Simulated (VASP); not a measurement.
# Sb (Im-3m) in VASP: notebook

Runs on Sb. Level: r2SCAN. Tasks: single point.

Everything below comes from runs of VASP 6.6.1. Logs are shortened: lines on timing, memory, paths and dates and some standing lists are left out, and cuts for length are marked.

## 1. The cell of the first run

Symmetry: Im-3m, No. 229, cubic system. Conventional cell: a = 3.778 Å, b = 3.778 Å, c = 3.778 Å, α = 90.00°, β = 90.00°, γ = 90.00°. Within 4.3 Å of Sb (site symmetry m-3m) lie 14 Sb at 3.27 to 3.78 Å.

## 2. Single point, r2SCAN

POSCAR

```
Sb
1.0
   -1.8889657918      1.8889657918      1.8889657918
    1.8889657918     -1.8889657918      1.8889657918
    1.8889657918      1.8889657918     -1.8889657918
Sb
1
Direct
    0.0000000000      0.0000000000      0.0000000000
```

INCAR.step1

```
PREC = Accurate
ENCUT = 520
ISMEAR = -1
SIGMA = 0.1
LREAL = False
LASPH = True
NELM = 100
NBANDS = 8
GGA = PE
ALGO = Normal
EDIFF = 1E-4
LWAVE = True
LCHARG = False
```

INCAR.step2

```
PREC = Accurate
ENCUT = 520
EDIFF = 1E-7
ISMEAR = -1
SIGMA = 0.1
LREAL = False
LASPH = True
NELM = 100
ALGO = Normal
ISIF = 2
LWAVE = False
LCHARG = False
METAGGA = R2SCAN
LMIXTAU = True
NBANDS = 8
ISTART = 1
```

KPOINTS

```
Automatic mesh
0
Gamma
  13 13 13
```

Potentials or basis: VASP PAW PBE potentials, release 64 (Sb).

Started as:

```console
cat potpaw_PBE.64/Sb/POTCAR > POTCAR
cp INCAR.step1 INCAR
mpirun -np 1 vasp_std > vasp.out
cp INCAR.step2 INCAR
mpirun -np 1 vasp_std > vasp.out
```

OUTCAR:

```text
PREC = Accurate
   ENCUT = 520
   EDIFF = 1E-7
   ISMEAR = -1
   LREAL = False
   LASPH = True
   NELM = 100
   ISIF = 2
   METAGGA = R2SCAN
   ISTART = 1

 ion  position               nearest neighbor table
   1  0.000  0.000  0.000-

  LATTYP: Found a body centered cubic cell.
 ALAT       =     3.7779315836

  Lattice vectors:

 A1 = (  -1.8889657918,   1.8889657918,   1.8889657918)
 A2 = (   1.8889657918,  -1.8889657918,   1.8889657918)
 A3 = (   1.8889657918,   1.8889657918,  -1.8889657918)

Analysis of symmetry for initial positions (statically):
=====================================================================
 Subroutine PRICEL returns:
 Original cell was already a primitive cell.

 Routine SETGRP: Setting up the symmetry group for a
 body centered cubic supercell.

 Subroutine GETGRP returns: Found 48 space group operations
 (whereof 48 operations were pure point group operations)
 out of a pool of 48 trial point group operations.

The static configuration has the point symmetry O_h .

Analysis of symmetry for dynamics (positions and initial velocities):
=====================================================================
 Subroutine PRICEL returns:
 Original cell was already a primitive cell.

 Routine SETGRP: Setting up the symmetry group for a
 body centered cubic supercell.

 Subroutine GETGRP returns: Found 48 space group operations
 (whereof 48 operations were pure point group operations)
 out of a pool of 48 trial point group operations.

The dynamic configuration has the point symmetry O_h .

 Subroutine INISYM returns: Found 48 space group operations
 (whereof 48 operations are pure point group operations),
 and found     1 'primitive' translations

----------------------------------------------------------------------------------------

                                     Primitive cell

  volume of cell :      26.9608

  direct lattice vectors                    reciprocal lattice vectors
    -1.888965792  1.888965792  1.888965792     0.000000000  0.264695106  0.264695106
     1.888965792 -1.888965792  1.888965792     0.264695106  0.000000000  0.264695106
     1.888965792  1.888965792 -1.888965792     0.264695106  0.264695106  0.000000000

  length of vectors
     3.271784725  3.271784725  3.271784725     0.374335408  0.374335408  0.374335408

  position of ions in fractional coordinates (direct lattice)
     0.000000000  0.000000000  0.000000000

  ion indices of the primitive-cell ions
   primitive index   ion index
                 1           1

----------------------------------------------------------------------------------------

 KPOINTS: Automatic mesh

Automatic generation of k-mesh.
 Grid dimensions read from file:
 generate k-points for:   13   13   13

 Generating k-lattice:

  Cartesian coordinates                     Fractional coordinates (reciprocal lattice)
     0.000000000  0.020361162  0.020361162     0.076923077  0.000000000  0.000000000
     0.020361162  0.000000000  0.020361162     0.000000000  0.076923077  0.000000000
     0.020361162  0.020361162  0.000000000     0.000000000  0.000000000  0.076923077

  Length of vectors
     0.028795031  0.028795031  0.028795031

  Shift w.r.t. Gamma in fractional coordinates (k-lattice)
     0.000000000  0.000000000  0.000000000

 Subroutine IBZKPT returns following result:
 ===========================================

 Found     84 irreducible k-points:

 Following reciprocal coordinates:
            Coordinates               Weight
  0.000000  0.000000  0.000000      1.000000
  0.076923  0.000000  0.000000     12.000000
  0.153846  0.000000  0.000000     12.000000
  0.230769  0.000000  0.000000     12.000000
  0.307692  0.000000  0.000000     12.000000
  0.384615  0.000000  0.000000     12.000000
[... 16 lines left out ...]
  0.153846  0.076923  0.076923     24.000000
  0.230769  0.076923  0.076923     24.000000
 [... further k-points ...]
   k-points           NKPTS =     84   k-points in BZ     NKDIM =     84   number of bands    NBANDS=      8
   number of dos      NEDOS =    301   number of ions     NIONS =      1
   total plane-waves  NPLWV =  13824
   dimension x,y,z NGX =    24 NGY =   24 NGZ =   24
   dimension x,y,z NGXF=    48 NGYF=   48 NGZF=   48
   ions per type =               1
   NGX,Y,Z   is equivalent  to a cutoff of  12.19, 12.19, 12.19 a.u.
   NGXF,Y,Z  is equivalent  to a cutoff of  24.39, 24.39, 24.39 a.u.
 SYSTEM =  unknown system
   PREC   = accura    normal or accurate (medium, high low for compatibility)
   ISTART =      1    job   : 0-new  1-cont  2-samecut
   ICHARG =      0    charge: 1-file 2-atom 10-const
   ISPIN  =      1    spin polarized calculation?
   LNONCOLLINEAR =      F non collinear calculations
   LSORBIT =      F    spin-orbit coupling
   LASPH  =      T    aspherical Exc in radial PAW
   ENCUT  =  520.0 eV  38.22 Ry    6.18 a.u.   6.08  6.08  6.08*2*pi/ulx,y,z
   NELM   =    100;   NELMIN=  2; NELMDL=  0     # of ELM steps
   EDIFF  = 0.1E-06   stopping-criterion for ELM
   LREAL  =      F    real-space projection
   EDIFFG = 0.1E-05   stopping-criterion for IOM
   NSW    =      0    number of steps for IOM
   IBRION =     -1    ionic relax: 0-MD 1-quasi-New 2-CG
   NFREE  =      0    steps in history (QN), initial steepest desc. (CG)
   ISIF   =      2    stress and relaxation
   ISYM   =      2    0-nonsym 1-usesym 2-fastsym
   POTIM  = 0.5000    time-step for ionic-motion
   TEBEG  =    0.0;   TEEND  =   0.0 temperature during run
   PSTRESS=    0.0 pullay stress
   NELECT =       5.0000    total number of electrons
   NUPDOWN=      -1.0000    fix difference up-down
   EMIN   =  10.00;   EMAX   =-10.00  energy-range for DOS
   EFERMI =   0.00;   METHOD = LEGACY
   ISMEAR =    -1;   SIGMA  =   0.10  broadening in eV -4-tet -1-fermi 0-gaus
   EFERMI_NEDOS =   21; number of points for ismear=-14 and -15
   IALGO  =     38    algorithm
   IMIX   =      4    mixing-type and parameters
     AMIX     =   0.40;   BMIX     =  1.00
     AMIX_MAG =   1.60;   BMIX_MAG =  1.00
  volume/ion in A,a.u.               =      26.96       181.94
  Fermi-wavevector in a.u.,A,eV,Ry     =   0.933585  1.764221 11.858590  0.871582
  Thomas-Fermi vector in A             =   2.060302
   LORBIT       =      0    0 simple, 1 ext, 2 COOP (PROOUT), +10 PAW based schemes
   METAGGA = R2SCAN    functional components
   LHFCALC =     F    Hartree Fock is set to
   AEXX    =    0.0000 exact exchange contribution
   IVDW    =     0    specifies the selected vdW correction
   LEPSILON=     F    determine dielectric tensor
   LRPA    =     F    only Hartree local field effects (RPA)
 non-spin polarized calculation
  energy-cutoff  :      520.00
  volume of cell :       26.96
 maximum number of plane-waves:       739
   NGX = 13   NGY = 13   NGZ = 13

 number of electron       5.0000000 magnetization

 Free energy of the ion-electron system (eV)
  ---------------------------------------------------
  ext. energy  EPLUGINS =         0.00000000
  ---------------------------------------------------
  free energy    TOTEN  =       -25.35766284 eV

  energy without entropy =      -25.33483690  energy(sigma->0) =      -25.34624987

 E-fermi :   8.3142     XC(G=0): -10.7714

 val. band max:        8.3008668112   @ k =   0.3077   0.1538   0.0000
 cond. band min:       8.3418388651   @ k =   0.1538   0.0769   0.0769
 fundamental gap:      0.0409720539
 Fermi energy:         8.3141957559

 k-point     1 :       0.0000    0.0000    0.0000
  band No.  band energies     occupation
      1      -5.0807      2.00000
      2      14.1322      0.00000
      3      14.1322      0.00000
      4      14.1322      0.00000
      5      19.3187      0.00000
      6      19.3187      0.00000
      7      19.3187      0.00000
      8      21.0288      0.00000

 k-point     2 :       0.0769    0.0000    0.0000
  band No.  band energies     occupation
      1      -4.9498      2.00000
      2      13.1442      0.00000
      3      13.6907      0.00000
      4      14.0303      0.00000
      5      18.6447      0.00000
      6      18.7557      0.00000
      7      19.9059      0.00000
      8      20.4546      0.00000

 k-point     3 :       0.1538    0.0000    0.0000
  band No.  band energies     occupation
      1      -4.5585      2.00000
      2      11.0136      0.00000
      3      12.7568      0.00000
      4      13.7418      0.00000
      5      17.6569      0.00000
      6      17.6893      0.00000
      7      20.1483      0.00000
      8      20.7625      0.00000

 k-point     4 :       0.2308    0.0000    0.0000
  band No.  band energies     occupation
      1      -3.9127      2.00000
      2       8.6189      0.09069
      3      11.7834      0.00000
      4      13.3360      0.00000
      5      16.7375      0.00000
      6      16.8802      0.00000
      7      20.3269      0.00000
      8      21.2629      0.00000

 k-point     5 :       0.3077    0.0000    0.0000
  band No.  band energies     occupation
      1      -3.0297      2.00000
      2       6.3033      2.00000
      3      10.9662      0.00000
      4      12.9217      0.00000
      5      16.0610      0.00000
      6      16.2655      0.00000
      7      20.9184      0.00000
      8      21.9400      0.00000
[... 177 lines left out ...]
 k-point    22 :       0.0769    0.0769    0.0769
  band No.  band energies     occupation
      1      -4.2994      2.00000
      2      10.1634      0.00000
      3      12.4358      0.00000
      4      12.4358      0.00000
      5      18.1986      0.00000
      6      18.1986      0.00000
      7      20.9082      0.00000
      8      21.0173      0.00000

 k-point    23 :       0.1538    0.0769    0.0769
  band No.  band energies     occupation
      1      -3.6581      2.00000
      2       8.3418      0.86266
      3      10.8971      0.00000
      4      11.7876      0.00000
      5      18.1730      0.00000
      6      18.2202      0.00000
      7      21.0726      0.00000
      8      21.4302      0.00000

 k-point    24 :       0.2308    0.0769    0.0769
  band No.  band energies     occupation
      1      -2.7846      2.00000
      2       6.3395      2.00000
      3       9.7631      0.00000
      4      11.2192      0.00000
      5      17.8310      0.00000
      6      18.0407      0.00000
      7      21.4034      0.00000
      8      22.1129      0.00000

 [... further k-points ...]

------------------------ aborting loop because EDIFF is reached ----------------------------------------

  FORCE on cell =-STRESS in cart. coord.  units (eV):
  Direction    XX          YY          ZZ          XY          YZ          ZX
  --------------------------------------------------------------------------------------
  -------------------------------------------------------------------------------------
  Total       -0.0273290     -0.0273290     -0.0273290      0.0000000      0.0000000     -0.0000000
  in kB       -1.6240597     -1.6240597     -1.6240597      0.0000000      0.0000000     -0.0000000
  external PRESSURE =      -1.6240597 kB  Pullay stress =       0.0000000 kB

 VOLUME and BASIS-vectors are now :
 -----------------------------------------------------------------------------
  energy-cutoff  :      520.00
  volume of cell :       26.96
      direct lattice vectors                 reciprocal lattice vectors
    -1.888965792  1.888965792  1.888965792     0.000000000  0.264695106  0.264695106
     1.888965792 -1.888965792  1.888965792     0.264695106  0.000000000  0.264695106
     1.888965792  1.888965792 -1.888965792     0.264695106  0.264695106  0.000000000

 POSITION                                       TOTAL-FORCE (eV/Angst)
 -----------------------------------------------------------------------------------
      0.00000      0.00000      0.00000        -0.000000      0.000000      0.000000
 -----------------------------------------------------------------------------------
    total drift:                                0.000000      0.000000      0.000000

  FREE ENERGIE OF THE ION-ELECTRON SYSTEM (eV)
  ---------------------------------------------------
  free  energy   TOTEN  =       -25.3576628429 eV

  energy  without entropy=      -25.3348369031  energy(sigma->0) =      -25.34624987
```

Wall time 2.8 min (1 thread of AMD EPYC 7R13, shared host); peak memory 0.12 GiB.

What came out:

- Free energy: -25.3577 eV
- Pressure: -0.2 GPa

Caveat: the PAW data sets were made with another functional, which shifts forces and pressure a little; spin-orbit coupling is left out, which moves the levels of the heavy elements.

(Part 1 of 2 ends here.)
